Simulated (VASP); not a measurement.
## CuNi6S16: single point with PBEsol

CuNi6S16:

```xyz
23
Lattice="-3.9353 -2.2717 6.3360 3.9353 -2.2715 6.3361 0.0002 4.5444 6.3365" Properties=species:S:1:pos:R:3 pbc="T T T"
Cu   -0.0002   -0.0021    9.5042
Ni   -0.0004   -2.2743    6.3362
Ni    3.9351   -0.0019    9.5045
Ni    1.9674    1.1337    6.3363
Ni    1.9671   -3.4098    9.5042
Ni    1.9675   -1.1378   12.6726
Ni   -1.9682    1.1343   15.8406
S    -0.0006   -0.0023    3.6937
S     0.0000   -0.0017   13.2351
S    -0.8949   -2.7267   11.4243
S    -0.8424    1.8189    8.2230
S     2.8067    0.5857   11.4247
S    -1.1566   -1.6423    8.2229
S    -1.9128    2.1351   11.4248
S     1.9981   -0.1833    8.2228
S    -0.0004   -0.0024    5.7743
S    -0.0001   -0.0016   15.3156
S     0.8418   -1.8230   10.7858
S     0.8943    2.7225    7.5842
S     1.1557    1.6380   10.7861
S    -2.8074   -0.5896    7.5842
S    -1.9985    0.1793   10.7861
S     1.9125   -2.1392    7.5839
```

```
Program                : VASP 6.6.1
Task                   : single point
Functional             : PBEsol
Potentials or basis    : VASP PAW PBE potentials, release 64 (Cu, Ni, S)
Cutoff                 : 600 eV
k mesh                 : 2 × 2 × 2, shifted
Occupations            : gaussian, width 0.1 eV
Spin                   : no spin polarisation
Dipole correction      : no
Further INCAR settings : ALGO = Normal; EDIFF = 1e-06; NBANDS = 100; ISYM = 0
```

```yaml
Pressure: 0.0 GPa
Largest_force: 0.115 eV/Å
Band_gap_on_the_k_mesh: zero (an odd number of electrons rules out a gap without spin polarisation)
```

Forces on the atoms (eV/Å):
```
Cu  -0.001  0.000  0.001
Ni   0.000  0.000  0.000
Ni  -0.001  0.000  0.000
Ni   0.000  0.000  0.001
Ni   0.001 -0.001  0.000
Ni  -0.001  0.000 -0.001
Ni   0.001  0.000  0.000
S    0.001 -0.001  0.105
S   -0.001  0.000  0.102
S    0.099  0.041 -0.029
S    0.092  0.056 -0.039
S   -0.085  0.067 -0.030
S   -0.094  0.053 -0.040
S   -0.013 -0.107 -0.029
S    0.002 -0.108 -0.039
S    0.000  0.000 -0.105
S   -0.001  0.000 -0.106
S   -0.091 -0.056  0.039
S   -0.100 -0.040  0.031
S    0.095 -0.052  0.039
S    0.086 -0.068  0.030
S   -0.003  0.107  0.038
S    0.012  0.108  0.030
```

Levels at points of the mesh, in eV from the Fermi level:
| k point | band 79 | band 80 | band 81 | band 82 | band 83 | band 84 | band 85 | band 86 | band 87 | band 88 |
| --- | --- | --- | --- | --- | --- | --- | --- | --- | --- | --- |
| (0.25, 0.25, 0.25) | -0.93 | -0.93 | -0.79 | -0.43 | -0.16 | -0.16 | 0.22 | 0.22 | 0.64 | 0.78 |

Wall time 5.2 min on 1 thread of Intel(R) Xeon(R) 6975P-C (Granite Rapids), with other jobs on the host, peak memory 0.63 GiB.

Caveat: the k points lie up to 0.49 Å⁻¹ apart, too coarse for converged energies and pressures of a metal; the PAW data sets were made with another functional, which shifts forces and pressure a little; the run has no spin polarisation, though such a crystal can be magnetic. Spin polarisation is off, so any magnetic state and its effect on volume and gap are missing.
